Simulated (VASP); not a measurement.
# WSe2 in VASP: single point with PBE+D3(BJ)

Aim: the single point of WSe2 with PBE+D3(BJ).

Everything below comes from runs of VASP 6.6.1. Logs are shortened: lines on timing, memory, paths and dates and some standing lists are left out, and cuts for length are marked.

## 1. The cell of the first run

The cell holds a slab with vacuum, 6 atoms: a = 3.285 Å, b = 3.285 Å, c = 24.239 Å, α = 90.00°, β = 90.00°, γ = 120.00°.

## 2. Single point, PBE+D3(BJ)

INCAR

```
SYSTEM = WSe2
ALGO = Normal
DIPOL = 0.5 0.5 0.401
EDIFF = 1E-6
ENCUT = 520
GGA = PE
IDIPOL = 3
ISIF = 2
ISMEAR = 0
IVDW = 12
LASPH = .TRUE.
LCHARG = .FALSE.
LDIPOL = .TRUE.
LREAL = .FALSE.
LWAVE = .FALSE.
NBANDS = 35
NELM = 80
PREC = Accurate
SIGMA = 0.05
```

KPOINTS

```
k-points
0
G
  9 9 1
  0 0 0
```

POSCAR

```
WSe2
1.0
    3.2854929596      0.0000000000      0.0000000000
   -1.6427464798      2.8453203669      0.0000000000
    0.0000000000      0.0000000000     24.2386467078
Se W
4 2
Direct
    0.3333333333      0.6666666667      0.1856539292
    0.3333333333      0.6666666667      0.3246601780
    0.6666666667      1.3333333333      0.4777215285
    0.6666666667      1.3333333333      0.6167277773
    0.6666666667      0.3333333333      0.2551570536
    1.0000000000      1.0000000000      0.5472246529
```

Potentials or basis: VASP PAW PBE potentials, release 64 (Se, W_sv).

On the command line:

```console
cat potpaw_PBE.64/Se/POTCAR potpaw_PBE.64/W_sv/POTCAR > POTCAR
mpirun -np 1 vasp_std > vasp.out
```

OUTCAR:

```text
SYSTEM = WSe2
   EDIFF = 1E-6
   ENCUT = 520
   GGA = PE
   ISIF = 2
   ISMEAR = 0
   IVDW = 12
   LASPH = .TRUE.
   LREAL = .FALSE.
   NELM = 80
   PREC = Accurate
 IVDW          = 12

 ion  position               nearest neighbor table
   1  0.333  0.667  0.186-   5 2.54   5 2.54   5 2.54
   2  0.333  0.667  0.325-   5 2.54   5 2.54   5 2.54
   3  0.667  0.333  0.478-   6 2.54   6 2.54   6 2.54
   4  0.667  0.333  0.617-   6 2.54   6 2.54   6 2.54
   5  0.667  0.333  0.255-   1 2.54   2 2.54   1 2.54   2 2.54   1 2.54   2 2.54
   6  0.000  0.000  0.547-   3 2.54   4 2.54   3 2.54   4 2.54   3 2.54   4 2.54

  LATTYP: Found a hexagonal cell.
 ALAT       =     3.2854929596
 C/A-ratio  =     7.3774763805

  Lattice vectors:

 A1 = (   3.2854929596,   0.0000000000,   0.0000000000)
 A2 = (  -1.6427464798,   2.8453203669,   0.0000000000)
 A3 = (   0.0000000000,   0.0000000000,  24.2386467078)

Analysis of symmetry for initial positions (statically):
=====================================================================
 Subroutine PRICEL returns:
 Original cell was already a primitive cell.

 Routine SETGRP: Setting up the symmetry group for a
 hexagonal supercell.

 Subroutine GETGRP returns: Found  6 space group operations
 (whereof  6 operations were pure point group operations)
 out of a pool of 24 trial point group operations.

The static configuration has the point symmetry C_3v.

Analysis of symmetry for dynamics (positions and initial velocities):
=====================================================================
 Subroutine PRICEL returns:
 Original cell was already a primitive cell.

 Routine SETGRP: Setting up the symmetry group for a
 hexagonal supercell.

 Subroutine GETGRP returns: Found  6 space group operations
 (whereof  6 operations were pure point group operations)
 out of a pool of 24 trial point group operations.

The dynamic configuration has the point symmetry C_3v.

 Subroutine INISYM returns: Found  6 space group operations
 (whereof  6 operations are pure point group operations),
 and found     1 'primitive' translations

----------------------------------------------------------------------------------------

                                     Primitive cell

  volume of cell :     226.5897

  direct lattice vectors                    reciprocal lattice vectors
     3.285492960  0.000000000  0.000000000     0.304368328  0.175727136  0.000000000
    -1.642746480  2.845320367  0.000000000     0.000000000  0.351454273  0.000000000
     0.000000000  0.000000000 24.238646708     0.000000000  0.000000000  0.041256429

  length of vectors
     3.285492960  3.285492960 24.238646708     0.351454273  0.351454273  0.041256429

  position of ions in fractional coordinates (direct lattice)
     0.333333333  0.666666667  0.185653929
     0.333333333  0.666666667  0.324660178
     0.666666667  0.333333333  0.477721528
     0.666666667  0.333333333  0.616727777
     0.666666667  0.333333333  0.255157054
     0.000000000  0.000000000  0.547224653

  ion indices of the primitive-cell ions
   primitive index   ion index
                 1           1
                 2           2
                 3           3
                 4           4
                 5           5
                 6           6

----------------------------------------------------------------------------------------

 KPOINTS: k-points

Automatic generation of k-mesh.
 Grid dimensions read from file:
 generate k-points for:    9    9    1

 Generating k-lattice:

  Cartesian coordinates                     Fractional coordinates (reciprocal lattice)
     0.033818703  0.019525237  0.000000000     0.111111111 -0.000000000  0.000000000
     0.000000000  0.039050475  0.000000000     0.000000000  0.111111111  0.000000000
     0.000000000  0.000000000  0.041256429     0.000000000  0.000000000  1.000000000

  Length of vectors
     0.039050475  0.039050475  0.041256429

  Shift w.r.t. Gamma in fractional coordinates (k-lattice)
     0.000000000  0.000000000  0.000000000

 Subroutine IBZKPT returns following result:
 ===========================================

 Found     12 irreducible k-points:

 Following reciprocal coordinates:
            Coordinates               Weight
  0.000000  0.000000  0.000000      1.000000
  0.111111 -0.000000  0.000000      6.000000
  0.222222 -0.000000  0.000000      6.000000
  0.333333  0.000000  0.000000      6.000000
  0.444444 -0.000000  0.000000      6.000000
  0.111111  0.111111  0.000000      6.000000
  0.222222  0.111111  0.000000     12.000000
  0.333333  0.111111  0.000000     12.000000
  0.444444  0.111111  0.000000      6.000000
  0.222222  0.222222  0.000000      6.000000
  0.333333  0.222222  0.000000     12.000000
  0.333333  0.333333  0.000000      2.000000
   k-points           NKPTS =     12   k-points in BZ     NKDIM =     12   number of bands    NBANDS=     35
   number of dos      NEDOS =    301   number of ions     NIONS =      6
   total plane-waves  NPLWV = 103680
   dimension x,y,z NGX =    24 NGY =   24 NGZ =  180
   dimension x,y,z NGXF=    48 NGYF=   48 NGZF=  360
   ions per type =               4   2
   NGX,Y,Z   is equivalent  to a cutoff of  12.14, 12.14, 12.35 a.u.
   NGXF,Y,Z  is equivalent  to a cutoff of  24.29, 24.29, 24.69 a.u.
 SYSTEM =  WSe2
   PREC   = accura    normal or accurate (medium, high low for compatibility)
   ISTART =      0    job   : 0-new  1-cont  2-samecut
   ICHARG =      2    charge: 1-file 2-atom 10-const
   ISPIN  =      1    spin polarized calculation?
   LNONCOLLINEAR =      F non collinear calculations
   LSORBIT =      F    spin-orbit coupling
   LASPH  =      T    aspherical Exc in radial PAW
   ENCUT  =  520.0 eV  38.22 Ry    6.18 a.u.   6.11  6.11 45.07*2*pi/ulx,y,z
   NELM   =     80;   NELMIN=  2; NELMDL= -5     # of ELM steps
   EDIFF  = 0.1E-05   stopping-criterion for ELM
   LREAL  =      F    real-space projection
   EDIFFG = 0.1E-04   stopping-criterion for IOM
   NSW    =      0    number of steps for IOM
   IBRION =     -1    ionic relax: 0-MD 1-quasi-New 2-CG
   NFREE  =      0    steps in history (QN), initial steepest desc. (CG)
   ISIF   =      2    stress and relaxation
   ISYM   =      2    0-nonsym 1-usesym 2-fastsym
   POTIM  = 0.5000    time-step for ionic-motion
   TEBEG  =    0.0;   TEEND  =   0.0 temperature during run
   PSTRESS=    0.0 pullay stress
   NELECT =      52.0000    total number of electrons
   NUPDOWN=      -1.0000    fix difference up-down
   EMIN   =  10.00;   EMAX   =-10.00  energy-range for DOS
   EFERMI =   0.00;   METHOD = LEGACY
   ISMEAR =     0;   SIGMA  =   0.05  broadening in eV -4-tet -1-fermi 0-gaus
   EFERMI_NEDOS =   21; number of points for ismear=-14 and -15
   IALGO  =     38    algorithm
   IMIX   =      4    mixing-type and parameters
     AMIX     =   0.40;   BMIX     =  1.00
     AMIX_MAG =   1.60;   BMIX_MAG =  1.00
  volume/ion in A,a.u.               =      37.76       254.85
  Fermi-wavevector in a.u.,A,eV,Ry     =   1.002296  1.894064 13.668371  1.004597
  Thomas-Fermi vector in A             =   2.134774
   LORBIT       =      0    0 simple, 1 ext, 2 COOP (PROOUT), +10 PAW based schemes
   GGA     = PE    functional components
   LHFCALC =     F    Hartree Fock is set to
   AEXX    =    0.0000 exact exchange contribution
   IVDW    =    12    specifies the selected vdW correction
   LEPSILON=     F    determine dielectric tensor
   LRPA    =     F    only Hartree local field effects (RPA)
 non-spin polarized calculation
 Gauss-broadening in eV      SIGMA  =   0.05
  energy-cutoff  :      520.00
  volume of cell :      226.59
 maximum number of plane-waves:      6144
   NGX = 13   NGY = 13   NGZ = 91

 dipolmoment           0.000000      0.000000     -0.000001 electrons x Angstroem

 number of electron      51.9999987 magnetization

 dipolmoment           0.000000      0.000000      0.000811 electrons x Angstroem

 Free energy of the ion-electron system (eV)
  ---------------------------------------------------
  ext. energy  EPLUGINS =         0.00000000
  ---------------------------------------------------
  free energy    TOTEN  =       -43.21970954 eV

  energy without entropy =      -43.21970954  energy(sigma->0) =      -43.21970954

 E-fermi :   1.1373     XC(G=0):  -6.2879

 val. band max:        0.8640222529   @ k =   0.3333   0.3333   0.0000
 cond. band min:       2.4453766521   @ k =   0.2222   0.1111   0.0000
 fundamental gap:      1.5813543993
 Fermi energy:         1.1373438621

 k-point     1 :       0.0000    0.0000    0.0000
  band No.  band energies     occupation
      1     -73.1895      2.00000
      2     -73.1748      2.00000
      3     -37.4353      2.00000
      4     -37.4203      2.00000
      5     -37.3010      2.00000
      6     -37.3010      2.00000
[... 27 lines left out ...]
     34       4.0196      0.00000
     35       5.1738      0.00000

 k-point     2 :       0.1111   -0.0000    0.0000
  band No.  band energies     occupation
      1     -73.1883      2.00000
      2     -73.1736      2.00000
      3     -37.4300      2.00000
      4     -37.4150      2.00000
      5     -37.3287      2.00000
      6     -37.3142      2.00000
[... 27 lines left out ...]
     34       4.1664      0.00000
     35       5.5986      0.00000

 k-point     3 :       0.2222   -0.0000    0.0000
  band No.  band energies     occupation
      1     -73.1852      2.00000
      2     -73.1705      2.00000
      3     -37.4166      2.00000
      4     -37.4016      2.00000
      5     -37.3984      2.00000
      6     -37.3839      2.00000
[... 27 lines left out ...]
     34       4.7315      0.00000
     35       6.2615      0.00000
[... 267 lines left out ...]
 k-point    11 :       0.3333    0.2222    0.0000
  band No.  band energies     occupation
      1     -73.1784      2.00000
      2     -73.1637      2.00000
      3     -37.4993      2.00000
      4     -37.4848      2.00000
      5     -37.4110      2.00000
      6     -37.3965      2.00000
[... 27 lines left out ...]
     34       5.5567      0.00000
     35       6.3014      0.00000

 k-point    12 :       0.3333    0.3333    0.0000
  band No.  band energies     occupation
      1     -73.1778      2.00000
      2     -73.1631      2.00000
      3     -37.4754      2.00000
      4     -37.4609      2.00000
      5     -37.4520      2.00000
      6     -37.4375      2.00000
[... 27 lines left out ...]
     34       5.8340      0.00000
     35       6.5034      0.00000

------------------------ aborting loop because EDIFF is reached ----------------------------------------

 vacuum level on the upper side and lower side of the slab       (xc-potential included)        -0.125        -0.140

 Edisp (eV)   -2.28616

 E8    (eV) :    -1.0512

  FORCE on cell =-STRESS in cart. coord.  units (eV):
  Direction    XX          YY          ZZ          XY          YZ          ZX
  --------------------------------------------------------------------------------------
  -------------------------------------------------------------------------------------
  Total       0.00554     0.00554    -0.43252     0.00000     0.00000     0.00000
  in kB       0.03919     0.03919    -3.05829     0.00000     0.00000     0.00000
  external pressure =       -0.99 kB  Pullay stress =        0.00 kB

 VOLUME and BASIS-vectors are now :
 -----------------------------------------------------------------------------
  energy-cutoff  :      520.00
  volume of cell :      226.59
      direct lattice vectors                 reciprocal lattice vectors
     3.285492960  0.000000000  0.000000000     0.304368328  0.175727136  0.000000000
    -1.642746480  2.845320367  0.000000000     0.000000000  0.351454273  0.000000000
     0.000000000  0.000000000 24.238646708     0.000000000  0.000000000  0.041256429

 POSITION                                       TOTAL-FORCE (eV/Angst)
 -----------------------------------------------------------------------------------
     -0.00000      1.89688      4.50000         0.000000     -0.000000     -0.038017
     -0.00000      1.89688      7.86932        -0.000000     -0.000000      0.142279
      1.64275      0.94844     11.57932        -0.000000      0.000000     -0.138536
      1.64275      0.94844     14.94865        -0.000000     -0.000000      0.040017
      1.64275      0.94844      6.18466         0.000000     -0.000000      0.034908
      0.00000      0.00000     13.26399        -0.000000     -0.000000     -0.040652
 -----------------------------------------------------------------------------------
    total drift:                               -0.000001      0.000000     -0.000203

  FREE ENERGIE OF THE ION-ELECTRON SYSTEM (eV)
  ---------------------------------------------------
  free  energy   TOTEN  =       -45.5058697167 eV

  energy  without entropy=      -45.5058697167  energy(sigma->0) =      -45.50586972

 vacuum level on the upper side and lower side of the slab         5.825         5.811
```

It took 65 s on 1 thread of Intel Xeon 6975P-C (Granite Rapids), shared host; peak memory 0.35 GiB.

What came out:

```yaml
Free_energy: -45.5059 eV
Largest_force: 0.142 eV/Å
Band_gap_on_the_k_mesh: 1.58 eV, indirect (least direct gap 1.65 eV)
Dispersion_energy_per_atom: -0.381 eV
```

Forces on the atoms (eV/Å):
```
Se   0.000  0.000 -0.038
Se   0.000  0.000  0.142
Se   0.000  0.000 -0.139
Se   0.000  0.000  0.040
W    0.000  0.000  0.035
W    0.000  0.000 -0.041
```

Levels at points of the mesh, in eV from the valence-band top:
| k point | band 23 | band 24 | band 25 | band 26 | band 27 | band 28 | band 29 | band 30 |
| --- | --- | --- | --- | --- | --- | --- | --- | --- |
| (0.00, 0.00, 0.00) | -1.17 | -1.17 | -0.57 | -0.17 | 2.97 | 2.97 | 2.99 | 2.99 |

Caveat: spin-orbit coupling is left out, which moves the levels of the heavy elements.
